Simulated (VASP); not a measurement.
# TaN: single point with PBEsol

The system is TaN.

```
Ta N
1.0
     2.84625    0.00000    0.00000
    -1.42312    2.46492    0.00000
     0.00000    0.00000    2.90858
Ta N
1 1
Cartesian
  0.0000 1.6433 1.4543
  0.0000 0.0000 0.0000
```

```yaml
Program: VASP 6.6.1
Task: single point
Functional: PBEsol
Potentials_or_basis: VASP PAW PBE potentials, release 64 (Ta_pv, N)
Cutoff: 520 eV
k_mesh: 21 × 21 × 18
Occupations: gaussian, width 0.15 eV
Spin: no spin polarisation
Dipole_correction: no
Further_INCAR_settings: ALGO = Normal; EDIFF = 1e-06; NBANDS = 15
```

```yaml
Pressure: 16.3 GPa
Band_gap_on_the_k_mesh: zero (bands 8 and 9 overlap by 0.42 eV)
```

Stress tensor (GPa, compression positive):
```
24.96  0.00  0.00
 0.00 24.96  0.00
 0.00  0.00 -0.97
```

Levels at points of the mesh, in eV from the Fermi level:
```tsv
k point	band 6	band 7	band 8	band 9	band 10	band 11
(0.00, 0.00, 0.00)	-4.41	-4.41	-3.15	3.06	3.67	3.67
(0.00, 0.00, 0.50)	-3.52	-3.52	-0.12	-0.12	2.02	3.81
```

It took 120 s on 1 thread of Intel Xeon 8259CL (shared host), peak memory 0.26 GiB.

Caveat: the cell stands under pressure; the PAW data sets were made with another functional, which shifts forces and pressure a little; spin-orbit coupling is left out, which moves the levels of the heavy elements.
